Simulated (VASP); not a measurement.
# MnO in VASP: a series of runs, part 2 of 2

VASP 6.6.1. The steps go on from the part before.

## (4) Single point, PBE+U, collinear spin, antiferromagnetic start (volume scaled by 0.945)

INCAR

```
SYSTEM = MnO
ALGO     = Normal         ! electronic algorithm
EDIFF    = 1E-7           ! SCF threshold, eV
ENCUT    = 520            ! plane-wave cutoff, eV
GGA      = PE             ! functional
ISIF     = 2              ! what is computed and relaxed
ISMEAR   = 0              ! smearing method
ISPIN    = 2              ! spin polarisation
LASPH    = .TRUE.         ! aspherical terms in the spheres
LCHARG   = .TRUE.         ! write CHGCAR
LDAU     = .TRUE.         ! DFT+U
LDAUJ    = 0 0          
LDAUL    = 2 -1           ! shell
LDAUPRINT= 1            
LDAUTYPE = 2            
LDAUU    = 3.9 0          ! U, eV
LELF     = .TRUE.         ! ELF
LMAXMIX  = 4              ! l up to which the mixer works
LORBIT   = 11             ! projections on sites
LREAL    = .FALSE.        ! projectors in reciprocal space
LVHAR    = .TRUE.       
LWAVE    = .FALSE.        ! write WAVECAR
MAGMOM   = 4.64 -4.64 0 0 ! initial moments
NBANDS   = 31             ! bands
NELM     = 150            ! most SCF steps
PREC     = Accurate       ! precision mode
SIGMA    = 0.05           ! smearing width, eV
```

KPOINTS

```
k-points
0
G
  12 12 6
  0 0 0
```

POSCAR

```
MnO
1.0
    0.0000000000      2.2305600063      2.2305600063
    2.2305600063      0.0000000000      2.2305600063
    4.3899580274      4.3899580274      0.0711619852
Mn O
2 2
Direct
    0.0000000000      0.0000000000      0.0000000000
    0.0000000000      0.0000000000      0.5000000000
    0.5000000069      0.5000000069      0.2499999897
    0.4999999931      0.4999999931      0.7500000103
```

Potentials or basis: VASP PAW PBE potentials, release 64 (Mn_pv, O).

On the command line:

```bash
> cat potpaw_PBE.64/Mn_pv/POTCAR potpaw_PBE.64/O/POTCAR > POTCAR
> mpirun -np 1 vasp_std > vasp.out
```

OUTCAR:

```text
SYSTEM = MnO
   EDIFF = 1E-7
   ENCUT = 520
   GGA = PE
   ISIF = 2
   ISMEAR = 0
   ISPIN = 2
   LASPH = .TRUE.
   LORBIT = 11
   LREAL = .FALSE.
   NELM = 150
   PREC = Accurate

 ion  position               nearest neighbor table
   1  0.000  0.000  0.000-   3 2.21   4 2.21   3 2.21   3 2.21   4 2.21   4 2.21   2 3.10   2 3.10
                             2 3.10   2 3.10   2 3.10   2 3.10
   2  0.000  0.000  0.500-   3 2.21   3 2.21   4 2.21   4 2.21   3 2.21   4 2.21   1 3.10   1 3.10
                             1 3.10   1 3.10   1 3.10   1 3.10
   3  0.500  0.500  0.250-   1 2.21   1 2.21   1 2.21   2 2.21   2 2.21   2 2.21
   4  0.500  0.500  0.750-   1 2.21   1 2.21   1 2.21   2 2.21   2 2.21   2 2.21

  LATTYP: Found a trigonal (rhomboedric) cell.
 ALAT       =     5.3476846494
 COS(alpha) =     0.8260212349

  Lattice vectors:

 A1 = (   4.3899580274,   2.1593980211,  -2.1593980211)
 A2 = (   2.1593980211,   2.1593980211,  -4.3899580274)
 A3 = (   2.1593980211,   4.3899580274,  -2.1593980211)

Analysis of symmetry for initial positions (statically):
[... 1941 lines left out ...]
  --------------------------------------------------------------------------------------
  -------------------------------------------------------------------------------------
  Total        1.9528910      1.9528910      1.9528910      0.0025193     -0.0025193     -0.0025193
  in kB       72.2112293     72.2112293     72.2112293      0.0931552     -0.0931552     -0.0931552
  external PRESSURE =      72.2112293 kB  Pullay stress =       0.0000000 kB

 VOLUME and BASIS-vectors are now :
 -----------------------------------------------------------------------------
  energy-cutoff  :      520.00
  volume of cell :       43.33
      direct lattice vectors                 reciprocal lattice vectors
     0.000000000  2.230560006  2.230560006    -0.225990629  0.222327281  0.225990629
     2.230560006  0.000000000  2.230560006     0.222327281 -0.225990629  0.225990629
     4.389958027  4.389958027  0.071161985     0.114826988  0.114826988 -0.114826988

 POSITION                                       TOTAL-FORCE (eV/Angst)
 -----------------------------------------------------------------------------------
      0.00000      0.00000      0.00000        -0.000000      0.000000     -0.000000
      2.19498      2.19498      0.03558        -0.000000      0.000000     -0.000000
      2.21277      2.21277      2.24835        -0.000000     -0.000000     -0.000000
      4.40775      4.40775      2.28393         0.000000      0.000000      0.000000
 -----------------------------------------------------------------------------------
    total drift:                                0.000000     -0.000000      0.000000

  FREE ENERGIE OF THE ION-ELECTRON SYSTEM (eV)
  ---------------------------------------------------
  free  energy   TOTEN  =       -31.0559541325 eV

  energy  without entropy=      -31.0559541325  energy(sigma->0) =      -31.05595413

 total charge

# of ion       s       p       d       tot
------------------------------------------
    1        0.208   6.187   4.970  11.364
    2        0.208   6.187   4.970  11.364
    3        1.556   3.458   0.000   5.014
    4        1.556   3.458   0.000   5.014
--------------------------------------------------
tot          3.526  19.289   9.940  32.755

 magnetization (x)

# of ion       s       p       d       tot
------------------------------------------
    1        0.021   0.021   4.518   4.560
    2       -0.021  -0.021  -4.518  -4.560
    3        0.000   0.000   0.000   0.000
    4        0.000   0.000   0.000   0.000
--------------------------------------------------
tot          0.000   0.000   0.000   0.000
```

It took 3.7 min on 1 thread of AMD EPYC 7R13 (Zen 3), shared host; peak memory 0.28 GiB.

What came out:

```yaml
Free_energy: -31.0560 eV
Pressure: 7.2 GPa
Band_gap_on_the_k_mesh: 1.83 eV
Net_moment: 0.00 μB per cell
Site_moments: Mn +4.56, -4.56; O +0.00 μB
Valence_electrons_inside_the_program's_atomic_spheres: Mn 11.36; O 5.01
```

Levels at points of the mesh, in eV from the valence-band top:
Spin up:
```tsv
k point	band 16	band 17	band 18	band 19	band 20	band 21	band 22	band 23
(0.00, 0.00, 0.00)	-1.85	-1.70	-0.62	-0.62	1.83	4.70	4.74	4.74
(0.50, 0.00, 0.00)	-2.35	-1.99	-0.38	-0.26	3.81	5.52	5.66	5.67
(0.00, 0.00, 0.50)	-2.55	-2.12	0.00	0.00	3.82	4.23	4.67	4.67
(0.50, 0.00, 0.50)	-2.35	-1.82	-0.53	-0.25	3.56	5.34	5.65	5.75
```
Spin down:
```
           k point  band 16  band 17  band 18  band 19  band 20  band 21  band 22  band 23
(0.00, 0.00, 0.00)    -1.85    -1.70    -0.62    -0.62     1.83     4.70     4.74     4.74
(0.50, 0.00, 0.00)    -2.35    -1.99    -0.38    -0.26     3.81     5.52     5.66     5.67
(0.00, 0.00, 0.50)    -2.55    -2.12     0.00     0.00     3.82     4.23     4.67     4.67
(0.50, 0.00, 0.50)    -2.35    -1.82    -0.53    -0.25     3.56     5.34     5.65     5.75
```

Eigenvalues of the final occupation matrices:
```csv
site,spin,trace,eigenvalues
site 1 d,1,4.76,0.94 0.94 0.94 0.98 0.98
site 1 d,2,0.23,0.02 0.02 0.02 0.08 0.08
site 2 d,1,0.23,0.02 0.02 0.02 0.08 0.08
site 2 d,2,4.76,0.94 0.94 0.94 0.98 0.98
```

Caveat: the cell differs from its parent crystal (volume scaled by 0.945). The state reached can hang on the start; a lower one may exist.

## (5) Single point, PBE+U, collinear spin, ferromagnetic start

This run uses another cell than the first one, of 11.08 Å³/atom, 0.952 times its volume.

INCAR

```
SYSTEM = MnO
PREC = Accurate ; ENCUT = 600
EDIFF = 1E-6 ; ISMEAR = 0
SIGMA = 0.05 ; LREAL = .False.
LASPH = .True. ; NELM = 200
ALGO = Normal ; ISIF = 2
LWAVE = .False. ; LCHARG = .True.
ISPIN = 2 ; MAGMOM = 5 0
LORBIT = 11 ; LMAXMIX = 4
LDAU = .True. ; LDAUTYPE = 2
LDAUL = 2 -1 ; LDAUU = 3.9 0
LDAUJ = 0 0 ; LDAUPRINT = 1
GGA = PE ; LELF = .True.
LVHAR = .True. ; NBANDS = 22
GGA_COMPAT = .False.
```

KPOINTS

```
regular mesh
0
Gamma
  5 5 5
  0 0 0
```

POSCAR

```
MnO
1.0
    0.0000000000      2.2293821140      2.2293821140
    2.2293821140      0.0000000000      2.2293821140
    2.2293821140      2.2293821140      0.0000000000
Mn O
1 1
Direct
    0.0000000000      0.0000000000      0.0000000000
    0.5000000000      0.5000000000      0.5000000000
```

Potentials or basis: VASP PAW PBE potentials, release 64 (Mn_sv, O).

On the command line:

```bash
> cat potpaw_PBE.64/Mn_sv/POTCAR potpaw_PBE.64/O/POTCAR > POTCAR
> mpirun -np 1 vasp_std > vasp.out
```

OUTCAR:

```text
SYSTEM = MnO
   PREC = Accurate
   ENCUT = 600
   EDIFF = 1E-6
   ISMEAR = 0
   LREAL = .False.
   LASPH = .True.
   NELM = 200
   ISIF = 2
   ISPIN = 2
   LORBIT = 11
   GGA = PE

 ion  position               nearest neighbor table
   1  0.000  0.000  0.000-   2 2.23   2 2.23   2 2.23   2 2.23   2 2.23   2 2.23
   2  0.500  0.500  0.500-   1 2.23   1 2.23   1 2.23   1 2.23   1 2.23   1 2.23

  LATTYP: Found a face centered cubic cell.
 ALAT       =     4.4587642280

  Lattice vectors:

 A1 = (   0.0000000000,   2.2293821140,   2.2293821140)
 A2 = (   2.2293821140,   0.0000000000,   2.2293821140)
 A3 = (   2.2293821140,   2.2293821140,   0.0000000000)

Analysis of symmetry for initial positions (statically):
[... 5 lines left out ...]
 face centered cubic supercell.

 Subroutine GETGRP returns: Found 48 space group operations
 (whereof 48 operations were pure point group operations)
 out of a pool of 48 trial point group operations.

The static configuration has the point symmetry O_h .

Analysis of symmetry for dynamics (positions and initial velocities):
[... 5 lines left out ...]
 face centered cubic supercell.

 Subroutine GETGRP returns: Found 48 space group operations
 (whereof 48 operations were pure point group operations)
 out of a pool of 48 trial point group operations.

The dynamic configuration has the point symmetry O_h .

Analysis of structural, dynamic, and magnetic symmetry:
=====================================================================
 Subroutine PRICEL returns:
 Original cell was already a primitive cell.

 Routine SETGRP: Setting up the symmetry group for a
 face centered cubic supercell.

 Subroutine GETGRP returns: Found 48 space group operations
 (whereof 48 operations were pure point group operations)
 out of a pool of 48 trial point group operations.

The overall configuration has the point symmetry O_h .

 Subroutine INISYM returns: Found 48 space group operations
 (whereof 48 operations are pure point group operations),
 and found     1 'primitive' translations

[... 157 lines left out ...]
 Free energy of the ion-electron system (eV)
  ---------------------------------------------------
  ext. energy  EPLUGINS =         0.00000000
  ---------------------------------------------------
  free energy    TOTEN  =       -15.31732404 eV

  energy without entropy =      -15.31732402  energy(sigma->0) =      -15.31732403

 E-fermi :   8.5371     XC(G=0): -11.7977

 val. band max:        8.3642551803   @ k =   0.4000   0.0000   0.0000
 cond. band min:       8.6895424020   @ k =   0.0000   0.0000   0.0000
 fundamental gap:      0.3252872217
 Fermi energy:         8.5371121638

 spin component 1

 k-point     1 :       0.0000    0.0000    0.0000
  band No.  band energies     occupation
      1     -72.4681      1.00000
      2     -41.2112      1.00000
      3     -41.2112      1.00000
      4     -41.2112      1.00000
      5     -10.7952      1.00000
      6       4.5409      1.00000
[... 239 lines left out ...]
     21      35.2345      0.00000
     22      35.3248      0.00000
 Fermi energy:         8.5371121638

 spin component 2

 k-point     1 :       0.0000    0.0000    0.0000
  band No.  band energies     occupation
      1     -67.4209      1.00000
      2     -36.2443      1.00000
      3     -36.2443      1.00000
      4     -36.2443      1.00000
      5     -10.4067      1.00000
      6       6.0405      1.00000
[... 239 lines left out ...]
     21      36.5207      0.00000
     22      37.2185      0.00000

------------------------ aborting loop because EDIFF is reached ----------------------------------------

  FORCE on cell =-STRESS in cart. coord.  units (eV):
  Direction    XX          YY          ZZ          XY          YZ          ZX
  --------------------------------------------------------------------------------------
  -------------------------------------------------------------------------------------
  Total        0.4951372      0.4951372      0.4951372     -0.0000000     -0.0000000      0.0000000
  in kB       35.7974889     35.7974889     35.7974889     -0.0000000     -0.0000000      0.0000000
  external PRESSURE =      35.7974889 kB  Pullay stress =       0.0000000 kB

 VOLUME and BASIS-vectors are now :
 -----------------------------------------------------------------------------
  energy-cutoff  :      600.00
  volume of cell :       22.16
      direct lattice vectors                 reciprocal lattice vectors
     0.000000000  2.229382114  2.229382114    -0.224277389  0.224277389  0.224277389
     2.229382114  0.000000000  2.229382114     0.224277389 -0.224277389  0.224277389
     2.229382114  2.229382114  0.000000000     0.224277389  0.224277389 -0.224277389

 POSITION                                       TOTAL-FORCE (eV/Angst)
 -----------------------------------------------------------------------------------
      0.00000      0.00000      0.00000        -0.000000     -0.000000      0.000000
      2.22938      2.22938      2.22938         0.000000      0.000000     -0.000000
 -----------------------------------------------------------------------------------
    total drift:                                0.000000      0.000000      0.000000

  FREE ENERGIE OF THE ION-ELECTRON SYSTEM (eV)
  ---------------------------------------------------
  free  energy   TOTEN  =       -15.3173240404 eV

  energy  without entropy=      -15.3173240184  energy(sigma->0) =      -15.31732403

 total charge

# of ion       s       p       d       tot
------------------------------------------
    1        2.114   6.013   4.744  12.871
    2        1.551   3.453   0.000   5.004
--------------------------------------------------
tot          3.665   9.466   4.744  17.875

 magnetization (x)

# of ion       s       p       d       tot
------------------------------------------
    1        0.023   0.015   4.457   4.495
    2        0.024   0.144   0.000   0.169
--------------------------------------------------
tot          0.047   0.159   4.457   4.663
```

OSZICAR:

```text
N       E                     dE             d eps       ncg     rms          rms(c)
DAV:   1     0.268358346273E+03    0.26836E+03   -0.12448E+04  1028   0.139E+03
DAV:   2    -0.115491586858E+01   -0.26951E+03   -0.25317E+03   886   0.420E+02
DAV:   3    -0.153243638609E+02   -0.14169E+02   -0.13976E+02  1158   0.115E+02
DAV:   4    -0.159942119078E+02   -0.66985E+00   -0.66615E+00  1404   0.221E+01
DAV:   5    -0.159984867242E+02   -0.42748E-02   -0.42725E-02  1070   0.166E+00    0.145E+01
DAV:   6    -0.149021381758E+02    0.10963E+01   -0.86083E+00  1324   0.349E+01    0.126E+01
DAV:   7    -0.152885203830E+02   -0.38638E+00   -0.77944E-01  1200   0.128E+01    0.754E+00
DAV:   8    -0.152947970565E+02   -0.62767E-02   -0.12248E-01  1094   0.424E+00    0.297E+00
DAV:   9    -0.153105210782E+02   -0.15724E-01   -0.15091E-02  1142   0.175E+00    0.953E-01
DAV:  10    -0.153165509367E+02   -0.60299E-02   -0.29544E-03  1180   0.544E-01    0.222E-01
DAV:  11    -0.153172264722E+02   -0.67554E-03   -0.47749E-04  1448   0.273E-01    0.646E-02
DAV:  12    -0.153173046429E+02   -0.78171E-04   -0.58549E-05  1256   0.953E-02    0.335E-02
DAV:  13    -0.153173240314E+02   -0.19388E-04   -0.11969E-05  1106   0.331E-02    0.902E-03
DAV:  14    -0.153173240404E+02   -0.90063E-08   -0.47053E-07   834   0.113E-02
   1 F= -.15317324E+02 E0= -.15317324E+02  d E =-.220315E-07  mag=     5.0000
```

stdout:

```text
POSCAR found type information on POSCAR MnO
 POSCAR found :  2 types and       2 ions
 scaLAPACK will be used
 LDA part: xc-table for (Slater+PW92), standard interpolation
 POSCAR, INCAR and KPOINTS ok, starting setup
 FFT: planning ... GRIDC
 FFT: planning ... GRID_SOFT
 FFT: planning ... GRID
 WAVECAR not read
 entering main loop
```

Wall time 26 s (1 thread of AMD EPYC 7R13 (Zen 3), shared host); peak memory 0.14 GiB.

What came out:

```yaml
Free_energy: -15.3173 eV
Pressure: 3.6 GPa
Band_gap_on_the_k_mesh: 0.33 eV, indirect (least direct gap 2.65 eV)
Net_moment: 5.00 μB per cell
Site_moments: Mn +4.50; O +0.17 μB
Valence_electrons_inside_the_program's_atomic_spheres: Mn 12.87; O 5.00
```

Eigenvalues of the final occupation matrices:
```tsv
site	spin	trace	eigenvalues
site 1 d	1	4.62	0.91 0.91 0.91 0.94 0.94
site 1 d	2	0.15	0.01 0.01 0.01 0.05 0.05
```

Caveat: the k points lie up to 0.49 Å⁻¹ apart; a cell with one magnetic atom can't hold antiferromagnetic order, which such compounds often take. A k mesh can miss the band edges.

## (6) Overview

```csv
potentials or basis,spin,cell,k mesh,cutoff (eV),second run,gap on the mesh (eV),pressure (GPa),moment (μB)
"VASP PAW PBE potentials, release 64 (Mn_pv, O)","collinear, ferromagnetic start","a = 3.205 Å, angles 60.0°, 2 atoms",12 × 12 × 12,520,-,0.11,-1.4,5.00
"VASP PAW PBE potentials, release 64 (Mn_pv, O)","collinear, ferromagnetic start","a = 3.206 Å, angles 60.0°, 2 atoms",12 × 12 × 12,520,-,0.10,-1.6,5.00
"VASP PAW PBE potentials, release 64 (Mn_pv, O)","collinear, antiferromagnetic start","a = 3.154, b = 3.154, c = 6.209 Å, angles 59.5, 59.5, 60.0°, 4 atoms",12 × 12 × 6,520,-,1.83,7.2,0.00
"VASP PAW PBE potentials, release 64 (Mn_sv, O)","collinear, ferromagnetic start","a = 3.153 Å, angles 60.0°, 2 atoms",5 × 5 × 5,600,valence_matched,0.33,3.6,5.00
```

Alike in all rows: task single point; level PBE+U; Mn d U = 3.9 eV; smearing gaussian 0.05 eV.

Caveats: some runs use coarse meshes; a cell with one magnetic atom can't hold antiferromagnetic order, which such compounds often take (some runs).

Total energies depend on the potentials used, so only differences within one code and one set of settings carry meaning.
